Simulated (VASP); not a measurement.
A run of VASP 6.6.1:

Contents of INCAR:

```
PREC = Accurate
ENCUT = 600
EDIFF = 1E-6
ISMEAR = 0
SIGMA = 0.1
LREAL = False
LASPH = True
NELM = 200
ALGO = Normal
ISIF = 2
LWAVE = False
LCHARG = False
GGA = PE
NBANDS = 30
GGA_COMPAT = False
LMAXMIX = 6
```

KPOINTS

```
regular mesh
0
Gamma
  4 4 4
```

POSCAR

```
Er3RuC
1.0
    4.6720504800      0.0000000000      0.0000000000
    0.0000000000      4.6720504800      0.0000000000
    0.0000000000      0.0000000000      4.7478476300
Er Ru C
3 1 1
Direct
    0.0000000000      0.5000000000      0.5000000000
    0.5000000000      0.0000000000      0.5000000000
    0.5000000000      0.5000000000      0.0000000000
    0.0000000000      0.0000000000      0.5000000000
    0.5000000000      0.5000000000      0.5000000000
```

Potentials or basis: VASP PAW PBE potentials, release 64 (Er_3, Ru_pv, C), 4f in core.

The run is started by

```console
$ cat potpaw_PBE.64/Er_3/POTCAR potpaw_PBE.64/Ru_pv/POTCAR potpaw_PBE.64/C/POTCAR > POTCAR
$ mpirun -np 1 vasp_std > vasp.out
```

Hardware: 1 thread of Intel(R) Xeon(R) 6975P-C (Granite Rapids) (shared host).

Task: Estimate the wall time of this run.

Result: Wall time 42 s on 1 thread of Intel(R) Xeon(R) 6975P-C (Granite Rapids), on a shared host, peak memory 0.27 GiB. Counts: scf iterations 15, k points 18.
